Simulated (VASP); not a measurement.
Wanted: the native input for a VASP 6.6.1 run.

| Property | Result |
| --- | --- |
| Task | single point |
| Functional | PBE |
| Potentials or basis | VASP PAW PBE potentials, release 64 (Cu_sv_GW, O) |
| Cutoff | 700 eV |
| k mesh | 7 × 7 × 4 |
| Occupations | gaussian, width 0.05 eV |
| Spin | collinear spin, zero start |
| Starting moments | [0.0, 0.0, 0.0, 0.0] μB |
| Hubbard terms | Cu d U = 5.0 eV |
| Dipole correction | no |
| Further INCAR settings | ALGO = Normal; EDIFF = 1e-06; NBANDS = 37 |

The structure of CuO lies in POSCAR:

```
CuO
1.0
    2.3418496200     -1.7112997200      0.0000000000
    2.3418496200      1.7112997200      0.0000000000
   -0.8500298600      0.0000000000      5.0578691900
Cu O
2 2
Direct
    0.0000000000      0.5000000000      0.0000000000
    0.5000000000      0.0000000000      0.5000000000
    0.5816000000      0.4184000000      0.2500000000
    0.4184000000      0.5816000000      0.7500000000
```

The input as run:

INCAR

```
SYSTEM = CuO
  PREC = Accurate
  ENCUT = 700
  EDIFF = 1E-6
  ISMEAR = 0
  SIGMA = 0.05
  LREAL = .FALSE.
  LASPH = .TRUE.
  NELM = 200
  ALGO = Normal
  ISIF = 2
  LWAVE = .FALSE.
  LCHARG = .TRUE.
  ISPIN = 2
  MAGMOM = 0 0 0 0
  LORBIT = 11
  LMAXMIX = 4
  LDAU = .TRUE.
  LDAUTYPE = 2
  LDAUL = 2 -1
  LDAUU = 5 0
  LDAUJ = 0 0
  LDAUPRINT = 1
  GGA = PE
  LELF = .TRUE.
  LVHAR = .TRUE.
  NBANDS = 37
  GGA_COMPAT = .FALSE.
```

KPOINTS

```
regular mesh
0
G
  7 7 4
  0 0 0
```

Potentials or basis: VASP PAW PBE potentials, release 64 (Cu_sv_GW, O).

Launch:

```bash
$ cat potpaw_PBE.64/Cu_sv_GW/POTCAR potpaw_PBE.64/O/POTCAR > POTCAR
$ mpirun -np 1 vasp_std > vasp.out
```

Results of the run:

| Property | Result |
| --- | --- |
| Pressure | 2.3 GPa |
| Largest force | 0.197 eV/Å |
| Band gap on the k mesh | zero (filled and empty bands overlap) |
| Net moment | 0.00 μB per cell |
| Valence electrons inside the program's atomic spheres | Cu 17.58; O 4.96 |

It took 7.8 min on 1 thread of Intel(R) Xeon(R) Platinum 8488C (Sapphire Rapids), with other jobs on the host, peak memory 0.37 GiB.
